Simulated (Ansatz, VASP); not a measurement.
One calculation of Ta, two programs

Contents of INCAR:

```
PREC = Accurate
ENCUT = 520
EDIFF = 1E-7
ISMEAR = 0
SIGMA = 0.15
LREAL = F
LASPH = T
NELM = 60
ALGO = Fast
ISIF = 2
LWAVE = F
LCHARG = F
GGA = PS
NBANDS = 12
```

File KPOINTS:

```
regular mesh
0
Gamma
  26 26 26
```

Contents of POSCAR:

```
Ta
1.0
   -1.6402597622      1.6402597622      1.5090389812
    1.6402597622     -1.6402597622      1.5090389812
    1.6402597622      1.6402597622     -1.5090389812
Ta
1
Direct
    0.0000000000      0.0000000000      0.0000000000
```

Input for Ansatz:

```yaml
crystal:
  lattice:
    - [-1.6402597622, 1.6402597622, 1.5090389812]
    - [1.6402597622, -1.6402597622, 1.5090389812]
    - [1.6402597622, 1.6402597622, -1.5090389812]
  atoms:
    - { symbol: Ta, position: [0.0, 0.0, 0.0] }
basis:
  ecutwfc: 420
kpoints:
  mp_grid: { grid: [26, 26, 26] }
hamiltonian:
  xc: pbesol
scf:
  occupations: { method: gaussian, width: 0.15 }
output:
  forces: true
  stress: true
  eigenvalues: true
```

Change from the starting cell: strain +0.000 along x and y, -0.080 along z, atoms carried along.

Alike in both runs: task single point; functional PBEsol; k mesh 26 × 26 × 26; occupations gaussian, width 0.15 eV; no spin polarisation.

|  | VASP | Ansatz |
| --- | --- | --- |
| version | VASP 6.6.1 | Ansatz 0.2.0 |
| potentials or method | VASP PAW PBE potentials, release 64 (Ta_pv), cutoff 520 eV | scalar-relativistic, plane waves, PAW |
| valence electrons in the cell | 11 | 13 |

Ansatz gave:

| Quantity | Value |
| --- | --- |
| gap on the k mesh at the Fermi level (eV) | none |
| pressure (GPa) | 20.9 |
| traceless stress, the component that is largest in VASP (GPa) | 6.25 |

Task: Which values does VASP return?

Result: gap on the k mesh at the Fermi level (eV): none; pressure (GPa): 21.3; traceless stress, the component that is largest in VASP (GPa): 6.23.

VASP's potentials were made for PBE, not for PBEsol. A gap of «none» marks a metal or a gap that the smearing closes. VASP's potentials hold 11 valence electrons a cell and Ansatz's 13, so a difference there can come from the potentials and not from the codes.

Spin-orbit coupling is off throughout.
